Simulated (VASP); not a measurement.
# NiO (Fm-3m) in VASP: further runs

The runs below take NiO through single point, with PBE+U.

Everything below comes from runs of VASP 6.6.1. Logs are shortened: lines on timing, memory, paths and dates and some standing lists are left out, and cuts for length are marked.

## (1) The cell of the first run

It takes space group Fm-3m (No. 225, cubic). Conventional cell: a = 4.172 Å, b = 4.172 Å, c = 4.172 Å, α = 90.00°, β = 90.00°, γ = 90.00°. Within 2.8 Å of Ni (site symmetry m-3m) lie 6 O at 2.09 Å. Within 2.8 Å of O (site symmetry m-3m) lie 6 Ni at 2.09 Å.

## (2) Single point, PBE+U, collinear spin, ferromagnetic start

Input file INCAR:

```
SYSTEM = NiO
PREC = Accurate
ENCUT = 600
EDIFF = 1E-6
ISMEAR = 1
SIGMA = 0.1
LREAL = .FALSE.
LASPH = .TRUE.
NELM = 200
ALGO = Normal
ISIF = 2
LWAVE = .FALSE.
LCHARG = .FALSE.
ISPIN = 2
MAGMOM = 2 0
LORBIT = 11
LMAXMIX = 4
LDAU = .TRUE.
LDAUTYPE = 2
LDAUL = 2 -1
LDAUU = 3.5 0
LDAUJ = 0 0
LDAUPRINT = 1
GGA = PE
NBANDS = 19
GGA_COMPAT = .FALSE.
```

Input file KPOINTS:

```
regular mesh
0
G
  9 9 9
  0 0 0
```

Input file POSCAR:

```
NiO
1.0
    0.0000000000      2.0859020000      2.0859020000
    2.0859020000      0.0000000000      2.0859020000
    2.0859020000      2.0859020000      0.0000000000
Ni O
1 1
Direct
    0.0000000000      0.0000000000      0.0000000000
    0.5000000000      0.5000000000      0.5000000000
```

Potentials or basis: VASP PAW PBE potentials, release 64 (Ni, O).

Run with:

```console
$ cat potpaw_PBE.64/Ni/POTCAR potpaw_PBE.64/O/POTCAR > POTCAR
$ mpirun -np 1 vasp_std > vasp.out
```

OUTCAR:

```text
SYSTEM = NiO
   PREC = Accurate
   ENCUT = 600
   EDIFF = 1E-6
   ISMEAR = 1
   LREAL = .FALSE.
   LASPH = .TRUE.
   NELM = 200
   ISIF = 2
   ISPIN = 2
   LORBIT = 11
   GGA = PE

 ion  position               nearest neighbor table
   1  0.000  0.000  0.000-   2 2.09   2 2.09   2 2.09   2 2.09   2 2.09   2 2.09
   2  0.500  0.500  0.500-   1 2.09   1 2.09   1 2.09   1 2.09   1 2.09   1 2.09

  LATTYP: Found a face centered cubic cell.
 ALAT       =     4.1718040000

  Lattice vectors:

 A1 = (   0.0000000000,   2.0859020000,   2.0859020000)
 A2 = (   2.0859020000,   0.0000000000,   2.0859020000)
 A3 = (   2.0859020000,   2.0859020000,   0.0000000000)

Analysis of symmetry for initial positions (statically):
=====================================================================
 Subroutine PRICEL returns:
 Original cell was already a primitive cell.

 Routine SETGRP: Setting up the symmetry group for a
 face centered cubic supercell.

 Subroutine GETGRP returns: Found 48 space group operations
 (whereof 48 operations were pure point group operations)
 out of a pool of 48 trial point group operations.

The static configuration has the point symmetry O_h .

Analysis of symmetry for dynamics (positions and initial velocities):
=====================================================================
 Subroutine PRICEL returns:
 Original cell was already a primitive cell.

 Routine SETGRP: Setting up the symmetry group for a
 face centered cubic supercell.

 Subroutine GETGRP returns: Found 48 space group operations
 (whereof 48 operations were pure point group operations)
 out of a pool of 48 trial point group operations.

The dynamic configuration has the point symmetry O_h .

Analysis of structural, dynamic, and magnetic symmetry:
=====================================================================
 Subroutine PRICEL returns:
 Original cell was already a primitive cell.

 Routine SETGRP: Setting up the symmetry group for a
 face centered cubic supercell.

[... 164 lines left out ...]
  0.0000 -0.0000 -0.0000  0.0000  0.1752

 occupancies and eigenvectors

  o =  0.1752  v =  0.0000  0.0000  0.0000  0.0000  0.0000  0.0000  0.0000  0.0188 -0.0000  0.9998      0.0000  0.0000  0.0000  0.0000  0.0000  0.0000  0.0000  0.0000  0.0000  0.0000
  o =  0.1752  v =  0.0000  0.0000  0.0000  0.0000  0.0000  0.0000  0.0000 -0.9998  0.0000  0.0188      0.0000  0.0000  0.0000  0.0000  0.0000  0.0000  0.0000  0.0000  0.0000  0.0000
  o =  0.9726  v =  0.0000  0.0000  0.0000  0.0000  0.0000  1.0000  0.0000  0.0000  0.0000  0.0000      0.0000  0.0000  0.0000  0.0000  0.0000  0.0000  0.0000  0.0000  0.0000  0.0000
  o =  0.9726  v =  0.0000  0.0000  0.0000  0.0000  0.0000  0.0000  0.2789  0.0000  0.9603 -0.0000      0.0000  0.0000  0.0000  0.0000  0.0000  0.0000  0.0000  0.0000  0.0000  0.0000
  o =  0.9726  v =  0.0000  0.0000  0.0000  0.0000  0.0000  0.0000 -0.9603 -0.0000  0.2789  0.0000      0.0000  0.0000  0.0000  0.0000  0.0000  0.0000  0.0000  0.0000  0.0000  0.0000
  o =  0.9756  v =  0.0000  0.8354  0.0000 -0.5497  0.0000  0.0000  0.0000  0.0000  0.0000  0.0000      0.0000  0.0000  0.0000  0.0000  0.0000  0.0000  0.0000  0.0000  0.0000  0.0000
  o =  0.9756  v =  1.0000  0.0000  0.0000  0.0000  0.0000  0.0000  0.0000  0.0000  0.0000  0.0000      0.0000  0.0000  0.0000  0.0000  0.0000  0.0000  0.0000  0.0000  0.0000  0.0000
  o =  0.9756  v =  0.0000 -0.5497  0.0000 -0.8354 -0.0000  0.0000  0.0000  0.0000  0.0000  0.0000      0.0000  0.0000  0.0000  0.0000  0.0000  0.0000  0.0000  0.0000  0.0000  0.0000
  o =  1.0245  v =  0.0000 -0.0000  1.0000  0.0000  0.0040  0.0000  0.0000  0.0000  0.0000  0.0000      0.0000  0.0000  0.0000  0.0000  0.0000  0.0000  0.0000  0.0000  0.0000  0.0000
  o =  1.0245  v =  0.0000 -0.0000 -0.0040  0.0000  1.0000  0.0000  0.0000  0.0000  0.0000  0.0000      0.0000  0.0000  0.0000  0.0000  0.0000  0.0000  0.0000  0.0000  0.0000  0.0000

 number of electron      16.0000001 magnetization       1.9999645

 Free energy of the ion-electron system (eV)
  ---------------------------------------------------
  ext. energy  EPLUGINS =         0.00000000
  ---------------------------------------------------
  free energy    TOTEN  =       -10.60232730 eV

  energy without entropy =      -10.60265948  energy(sigma->0) =      -10.60243802

 E-fermi :   7.3386     XC(G=0): -12.6765

 val. band max:        7.2822720924   @ k =   0.4444   0.0000   0.0000
 cond. band min:       8.4214631117   @ k =   0.0000   0.0000   0.0000
 fundamental gap:      1.1391910193
 Fermi energy:         7.3385981050

 spin component 1

 k-point     1 :       0.0000    0.0000    0.0000
  band No.  band energies     occupation
      1     -12.1821      1.00000
      2       2.4358      1.00000
      3       2.4358      1.00000
      4       3.3128      1.00000
      5       3.3129      1.00000
      6       3.3129      1.00000
[... 1049 lines left out ...]
     18      40.6382      0.00000
     19      43.2265      0.00000

 [... further k-points ...]
[... 5 lines left out ...]
  --------------------------------------------------------------------------------------
  -------------------------------------------------------------------------------------
  Total        0.6724282      0.6724282      0.6724282     -0.0000000      0.0000000     -0.0000000
  in kB       59.3532930     59.3532930     59.3532930     -0.0000000      0.0000000     -0.0000000
  external PRESSURE =      59.3532930 kB  Pullay stress =       0.0000000 kB

 VOLUME and BASIS-vectors are now :
 -----------------------------------------------------------------------------
  energy-cutoff  :      600.00
  volume of cell :       18.15
      direct lattice vectors                 reciprocal lattice vectors
     0.000000000  2.085902000  2.085902000    -0.239704454  0.239704454  0.239704454
     2.085902000  0.000000000  2.085902000     0.239704454 -0.239704454  0.239704454
     2.085902000  2.085902000  0.000000000     0.239704454  0.239704454 -0.239704454

 POSITION                                       TOTAL-FORCE (eV/Angst)
 -----------------------------------------------------------------------------------
      0.00000      0.00000      0.00000         0.000000     -0.000000     -0.000000
      2.08590      2.08590      2.08590        -0.000000      0.000000      0.000000
 -----------------------------------------------------------------------------------
    total drift:                                0.000000     -0.000000     -0.000000

  FREE ENERGIE OF THE ION-ELECTRON SYSTEM (eV)
  ---------------------------------------------------
  free  energy   TOTEN  =       -10.6023272988 eV

  energy  without entropy=      -10.6026594761  energy(sigma->0) =      -10.60243802

 total charge

# of ion       s       p       d       tot
------------------------------------------
    1        0.342   0.422   8.218   8.982
    2        1.546   3.473   0.000   5.019
--------------------------------------------------
tot          1.888   3.895   8.218  14.001

 magnetization (x)

# of ion       s       p       d       tot
------------------------------------------
    1        0.011   0.014   1.707   1.732
    2        0.024   0.217   0.000   0.240
--------------------------------------------------
tot          0.035   0.231   1.707   1.973
```

Wall time 29 s (1 thread of Intel Xeon Platinum 8488C (Sapphire Rapids), shared host); peak memory 0.16 GiB.

What came out:

| Item | Value |
| --- | --- |
| Free energy | -10.6023 eV |
| Pressure | 5.9 GPa |
| Band gap on the k mesh | 1.14 eV, indirect (least direct gap 1.90 eV) |
| Net moment | 2.00 μB per cell |
| Site moments | Ni +1.73; O +0.24 μB |
| Valence electrons inside the program's atomic spheres | Ni 8.98; O 5.02 |

Eigenvalues of the final occupation matrices:
| site | spin | trace | eigenvalues |
| --- | --- | --- | --- |
| site 1 d | 1 | 4.98 | 0.98 0.98 0.98 1.02 1.02 |
| site 1 d | 2 | 3.27 | 0.18 0.18 0.97 0.97 0.97 |

Caveat: a cell with one magnetic atom can't hold antiferromagnetic order, which such compounds often take. The state reached can hang on the start; a lower one may exist.

## (3) Single point, PBE+U, collinear spin, ferromagnetic start

This run uses another cell than the first one, of 9.60 Å³/atom, 1.058 times its volume.

Changes to INCAR since step 2:

```diff
@@ -12,3 +12,3 @@
 LWAVE = .FALSE.
-LCHARG = .FALSE.
+LCHARG = .TRUE.
 ISPIN = 2
@@ -24,2 +24,4 @@
 GGA = PE
+LELF = .TRUE.
+LVHAR = .TRUE.
 NBANDS = 19
```

KPOINTS is that of step 2.

Input file POSCAR:

```
NiO
1.0
    0.0000000009      2.1255548369      2.1255548386
    2.1255548412     -0.0000000017      2.1255548412
    2.1255548386      2.1255548369      0.0000000009
Ni O
1 1
Direct
    0.0000000000      0.0000000000      0.0000000000
    0.5000000000      0.5000000000      0.5000000000
```

Potentials or basis: VASP PAW PBE potentials, release 64 (Ni, O).

Run with:

```console
$ cat potpaw_PBE.64/Ni/POTCAR potpaw_PBE.64/O/POTCAR > POTCAR
$ mpirun -np 1 vasp_std > vasp.out
```

OUTCAR:

```text
SYSTEM = NiO
   PREC = Accurate
   ENCUT = 600
   EDIFF = 1E-6
   ISMEAR = 1
   LREAL = .FALSE.
   LASPH = .TRUE.
   NELM = 200
   ISIF = 2
   ISPIN = 2
   LORBIT = 11
   GGA = PE

 ion  position               nearest neighbor table
   1  0.000  0.000  0.000-   2 2.13   2 2.13   2 2.13   2 2.13   2 2.13   2 2.13
   2  0.500  0.500  0.500-   1 2.13   1 2.13   1 2.13   1 2.13   1 2.13   1 2.13

  LATTYP: Found a face centered cubic cell.
 ALAT       =     4.2511096824

  Lattice vectors:

 A1 = (   0.0000000009,   2.1255548369,   2.1255548386)
 A2 = (   2.1255548412,  -0.0000000017,   2.1255548412)
 A3 = (   2.1255548386,   2.1255548369,   0.0000000009)

Analysis of symmetry for initial positions (statically):
=====================================================================
 Subroutine PRICEL returns:
 Original cell was already a primitive cell.

 Routine SETGRP: Setting up the symmetry group for a
 face centered cubic supercell.

 Subroutine GETGRP returns: Found 48 space group operations
 (whereof 48 operations were pure point group operations)
 out of a pool of 48 trial point group operations.

The static configuration has the point symmetry O_h .

Analysis of symmetry for dynamics (positions and initial velocities):
=====================================================================
 Subroutine PRICEL returns:
 Original cell was already a primitive cell.

 Routine SETGRP: Setting up the symmetry group for a
 face centered cubic supercell.

 Subroutine GETGRP returns: Found 48 space group operations
 (whereof 48 operations were pure point group operations)
 out of a pool of 48 trial point group operations.

The dynamic configuration has the point symmetry O_h .

Analysis of structural, dynamic, and magnetic symmetry:
=====================================================================
 Subroutine PRICEL returns:
 Original cell was already a primitive cell.

 Routine SETGRP: Setting up the symmetry group for a
 face centered cubic supercell.

 Subroutine GETGRP returns: Found 48 space group operations
 (whereof 48 operations were pure point group operations)
 out of a pool of 48 trial point group operations.

The overall configuration has the point symmetry O_h .

 Subroutine INISYM returns: Found 48 space group operations
 (whereof 48 operations are pure point group operations),
 and found     1 'primitive' translations

----------------------------------------------------------------------------------------

                                     Primitive cell

  volume of cell :      19.2064

  direct lattice vectors                    reciprocal lattice vectors
     0.000000001  2.125554837  2.125554839    -0.235232698  0.235232698  0.235232698
     2.125554841 -0.000000002  2.125554841     0.235232698 -0.235232698  0.235232698
     2.125554839  2.125554837  0.000000001     0.235232698  0.235232698 -0.235232698

  length of vectors
[... 108 lines left out ...]
   angular momentum for each species LDAUL =     2   -1
   U (eV)           for each species LDAUU =   3.5  0.0
   J (eV)           for each species LDAUJ =   0.0  0.0
   GGA     = PE    functional components
   LHFCALC =     F    Hartree Fock is set to
   AEXX    =    0.0000 exact exchange contribution
   IVDW    =     0    specifies the selected vdW correction
   LEPSILON=     F    determine dielectric tensor
   LRPA    =     F    only Hartree local field effects (RPA)
 spin polarized calculation
 Methfessel and Paxton  Order N= 1 SIGMA  =   0.10
  energy-cutoff  :      600.00
  volume of cell :       19.21
 maximum number of plane-waves:       652
   NGX = 13   NGY = 13   NGZ = 13

atom =   1  type =  1  l = 2

 onsite density matrix

spin component  1

  0.9742  0.0000  0.0000 -0.0000  0.0000
  0.0000  0.9742 -0.0000 -0.0000  0.0000
  0.0000 -0.0000  1.0170  0.0000 -0.0000
 -0.0000 -0.0000  0.0000  0.9742  0.0000
  0.0000  0.0000 -0.0000  0.0000  1.0170

spin component  2

  0.9713  0.0000  0.0000 -0.0000 -0.0000
  0.0000  0.9713 -0.0000 -0.0000  0.0000
  0.0000 -0.0000  0.1648  0.0000 -0.0000
 -0.0000 -0.0000  0.0000  0.9713  0.0000
 -0.0000  0.0000 -0.0000  0.0000  0.1648

 occupancies and eigenvectors

  o =  0.1648  v =  0.0000  0.0000  0.0000  0.0000  0.0000 -0.0000 -0.0000  0.5000 -0.0000  0.8660      0.0000  0.0000  0.0000  0.0000  0.0000  0.0000  0.0000  0.0000  0.0000  0.0000
  o =  0.1648  v =  0.0000  0.0000  0.0000  0.0000  0.0000  0.0000 -0.0000 -0.8660 -0.0000  0.5000      0.0000  0.0000  0.0000  0.0000  0.0000  0.0000  0.0000  0.0000  0.0000  0.0000
  o =  0.9713  v =  0.0000  0.0000  0.0000  0.0000  0.0000 -0.7071  0.7071 -0.0000  0.0000  0.0000      0.0000  0.0000  0.0000  0.0000  0.0000  0.0000  0.0000  0.0000  0.0000  0.0000
  o =  0.9713  v =  0.0000  0.0000  0.0000  0.0000  0.0000  0.4948  0.4948  0.0000  0.7144  0.0000      0.0000  0.0000  0.0000  0.0000  0.0000  0.0000  0.0000  0.0000  0.0000  0.0000
  o =  0.9713  v =  0.0000  0.0000  0.0000  0.0000  0.0000 -0.5052 -0.5052  0.0000  0.6997  0.0000      0.0000  0.0000  0.0000  0.0000  0.0000  0.0000  0.0000  0.0000  0.0000  0.0000
  o =  0.9742  v =  0.7071 -0.7071 -0.0000 -0.0000  0.0000  0.0000  0.0000  0.0000  0.0000  0.0000      0.0000  0.0000  0.0000  0.0000  0.0000  0.0000  0.0000  0.0000  0.0000  0.0000
  o =  0.9742  v = -0.4948 -0.4948  0.0000 -0.7144  0.0000  0.0000  0.0000  0.0000  0.0000  0.0000      0.0000  0.0000  0.0000  0.0000  0.0000  0.0000  0.0000  0.0000  0.0000  0.0000
  o =  0.9742  v = -0.5052 -0.5052 -0.0000  0.6997 -0.0000  0.0000  0.0000  0.0000  0.0000  0.0000      0.0000  0.0000  0.0000  0.0000  0.0000  0.0000  0.0000  0.0000  0.0000  0.0000
  o =  1.0170  v = -0.0000 -0.0000 -0.5000 -0.0000 -0.8660  0.0000  0.0000  0.0000  0.0000  0.0000      0.0000  0.0000  0.0000  0.0000  0.0000  0.0000  0.0000  0.0000  0.0000  0.0000
  o =  1.0170  v =  0.0000 -0.0000  0.8660  0.0000 -0.5000  0.0000  0.0000  0.0000  0.0000  0.0000      0.0000  0.0000  0.0000  0.0000  0.0000  0.0000  0.0000  0.0000  0.0000  0.0000

 number of electron      16.0000015 magnetization       1.9999962

 Free energy of the ion-electron system (eV)
  ---------------------------------------------------
  ext. energy  EPLUGINS =         0.00000000
  ---------------------------------------------------
  free energy    TOTEN  =       -10.60766756 eV

  energy without entropy =      -10.60800489  energy(sigma->0) =      -10.60778000

 E-fermi :   6.4984     XC(G=0): -12.3489

 val. band max:        6.4415277639   @ k =   0.4444   0.0000   0.0000
 cond. band min:       7.7207679824   @ k =   0.0000   0.0000   0.0000
 fundamental gap:      1.2792402185
 Fermi energy:         6.4984356351

 spin component 1

 k-point     1 :       0.0000    0.0000    0.0000
  band No.  band energies     occupation
      1     -12.4534      1.00000
      2       1.7154      1.00000
      3       1.7154      1.00000
      4       2.6139      1.00000
      5       2.6140      1.00000
      6       2.6140      1.00000
[... 1049 lines left out ...]
     18      39.0704      0.00000
     19      41.4194      0.00000

 [... further k-points ...]
[... 5 lines left out ...]
  --------------------------------------------------------------------------------------
  -------------------------------------------------------------------------------------
  Total       -0.5603680     -0.5603680     -0.5603680      0.0000000      0.0000000     -0.0000000
  in kB      -46.7451940    -46.7451940    -46.7451940      0.0000000      0.0000000     -0.0000001
  external PRESSURE =     -46.7451940 kB  Pullay stress =       0.0000000 kB

 VOLUME and BASIS-vectors are now :
 -----------------------------------------------------------------------------
  energy-cutoff  :      600.00
  volume of cell :       19.21
      direct lattice vectors                 reciprocal lattice vectors
     0.000000001  2.125554837  2.125554839    -0.235232698  0.235232698  0.235232698
     2.125554841 -0.000000002  2.125554841     0.235232698 -0.235232698  0.235232698
     2.125554839  2.125554837  0.000000001     0.235232698  0.235232698 -0.235232698

 POSITION                                       TOTAL-FORCE (eV/Angst)
 -----------------------------------------------------------------------------------
      0.00000      0.00000      0.00000         0.000000     -0.000000     -0.000000
      2.12555      2.12555      2.12555        -0.000000      0.000000      0.000000
 -----------------------------------------------------------------------------------
    total drift:                                0.000000     -0.000000     -0.000000

  FREE ENERGIE OF THE ION-ELECTRON SYSTEM (eV)
  ---------------------------------------------------
  free  energy   TOTEN  =       -10.6076675552 eV

  energy  without entropy=      -10.6080048913  energy(sigma->0) =      -10.60778000

 total charge

# of ion       s       p       d       tot
------------------------------------------
    1        0.325   0.380   8.177   8.882
    2        1.547   3.441   0.000   4.988
--------------------------------------------------
tot          1.872   3.821   8.177  13.870

 magnetization (x)

# of ion       s       p       d       tot
------------------------------------------
    1        0.011   0.013   1.712   1.736
    2        0.022   0.212   0.000   0.234
--------------------------------------------------
tot          0.033   0.225   1.712   1.970
```

stdout:

```text
POSCAR found type information on POSCAR NiO
 POSCAR found :  2 types and       2 ions
 scaLAPACK will be used
 LDA part: xc-table for (Slater+PW92), standard interpolation
 POSCAR, INCAR and KPOINTS ok, starting setup
 FFT: planning ... GRIDC
 FFT: planning ... GRID_SOFT
 FFT: planning ... GRID
 WAVECAR not read
 entering main loop
```

Wall time 32 s (1 thread of Intel Xeon Platinum 8488C (Sapphire Rapids), shared host); peak memory 0.16 GiB.

What came out:

```yaml
Free_energy: -10.6077 eV
Pressure: -4.7 GPa
Band_gap_on_the_k_mesh: 1.28 eV, indirect (least direct gap 1.94 eV)
Net_moment: 2.00 μB per cell
Site_moments: Ni +1.74; O +0.23 μB
Valence_electrons_inside_the_program's_atomic_spheres: Ni 8.88; O 4.99
```

Eigenvalues of the final occupation matrices:
| site | spin | trace | eigenvalues |
| --- | --- | --- | --- |
| site 1 d | 1 | 4.96 | 0.97 0.97 0.97 1.02 1.02 |
| site 1 d | 2 | 3.24 | 0.16 0.16 0.97 0.97 0.97 |

Caveat: a cell with one magnetic atom can't hold antiferromagnetic order, which such compounds often take. The state reached can hang on the start; a lower one may exist.
